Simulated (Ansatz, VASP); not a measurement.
**Be2S in VASP and in Ansatz**

```
CELL_PARAMETERS angstrom
-2.77209 2.77209 2.16596
2.77209 -2.77209 2.16596
2.77209 2.77209 -2.16596
ATOMIC_POSITIONS crystal
Be 0.28755 0.17900 0.43727
Be 0.85028 0.28755 0.10855
Be 0.74173 0.85028 0.56273
Be 0.17900 0.74173 0.89145
S 0.74053 0.74053 0.00000
S 0.20092 0.20092 0.00000
```

Alike in both runs: task relaxation of cell and atoms; functional PBE; k mesh 6 × 6 × 6; occupations gaussian, width 0.1 eV; no spin polarisation.

|  | VASP | Ansatz |
| --- | --- | --- |
| version | VASP 6.6.1 | Ansatz 0.2.0 |
| potentials or method | VASP PAW PBE potentials, release 64 (Be, S), cutoff 600 eV | scalar-relativistic, plane waves, PAW |
| valence electrons in the cell | 20 | 20 |

VASP gave:

| Item | Value |
| --- | --- |
| gap on the k mesh at the Fermi level, each at its own relaxed structure (eV) | none |
| relaxed volume (Å³/atom) | 14.11 |
| relaxed cell length with the largest relative difference (Å) | 5.187 |

Question: Estimate Ansatz's values.

Answer: gap on the k mesh at the Fermi level, each at its own relaxed structure (eV): none; relaxed volume (Å³/atom): 11.15; relaxed cell length with the largest relative difference (Å): 4.542.

A gap of «none» marks a metal or a gap that the smearing closes. One of these differences is far larger than is usual between the two programs; its cause wasn't traced.

Noted on VASP's run: the volume moved by over 15 % at a fixed basis, so the end points are rough.
